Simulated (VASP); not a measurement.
Runs of VASP 6.6.1 on La2O3. The structure is that of space group P-3m1 (No. 164), or close to it. The cells are those of the table. 

| level | cell | gap on the mesh (eV) | pressure (GPa) | largest force (eV/Å) |
| --- | --- | --- | --- | --- |
| PBE+D3(BJ) | a = 3.922, b = 3.922, c = 6.101 Å, angles 90.0, 90.0, 120.0°, 5 atoms | 3.87 | -0.3 | 0.01 |
| RPBE | a = 3.964, b = 3.964, c = 6.289 Å, angles 90.0, 90.0, 120.0°, 5 atoms | 3.89 | -0.3 | (b) |
| r2SCAN+D4 | a = 3.929, b = 3.929, c = 6.096 Å, angles 90.0, 90.0, 120.0°, 5 atoms | 4.24 | -0.5 | (a) |
| revPBE+D3(BJ) | a = 3.924, b = 3.924, c = 6.099 Å, angles 90.0, 90.0, 120.0°, 5 atoms | 3.92 | -0.3 | 0.01 |

Alike in all rows: task single point; potentials or basis VASP PAW PBE potentials, release 64 (La, O); no spin polarisation; k mesh 6 × 6 × 4; cutoff (eV) 520; smearing gaussian 0.01 eV.

Fill in the values left out.

(a) 0.03; (b) 0.02.

Caveats: spin-orbit coupling is left out, which moves the levels of the heavy elements; the PAW data sets were made with another functional, which shifts forces and pressure a little (some runs).

A k mesh can miss the band edges, and the runs leave out spin-orbit coupling on La.
